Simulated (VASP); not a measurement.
Here is a VASP 6.6.1 calculation.

File INCAR:

```
PREC = Accurate
ENCUT = 910
EDIFF = 1E-6
ISMEAR = 0
SIGMA = 0.01
LREAL = False
LASPH = True
NELM = 120
ALGO = Normal
ISIF = 2
LWAVE = False
LCHARG = True
GGA = CA
LELF = True
LVHAR = True
NBANDS = 26
GGA_COMPAT = False
```

KPOINTS

```
Automatic mesh
0
Gamma
  8 8 4
```

The input POSCAR:

```
GaN
1.0
    3.1202964304      0.0000000000      0.0000000000
   -1.5601482152      2.7022559760      0.0000000000
    0.0000000000      0.0000000000      5.1636386758
Ga N
2 2
Direct
    0.3333333333      0.6666666667      0.0006161271
    0.6666666667      0.3333333333      0.5006161271
    0.3333333333      0.6666666667      0.3743838729
    0.6666666667      0.3333333333      0.8743838729
```

Potentials or basis: VASP PAW LDA potentials, release 64 (Ga_d, N_h).

The run is started by

```console
$ cat potpaw_LDA.64/Ga_d/POTCAR potpaw_LDA.64/N_h/POTCAR > POTCAR
$ mpirun -np 1 vasp_std > vasp.out
```

(1) Estimate the band gap on the k mesh.

(2) What does it give for the pressure?

## Answers

(1) 2.18 eV, direct.

(2) 4.2 GPa.

Caveat: the cell differs from its parent crystal (in-plane strain -0.01, then relaxed in part); the cutoff is under 1.25 times the usual one of these potentials, so pressure, stress and relaxed cells hold a basis-set (Pulay) error.
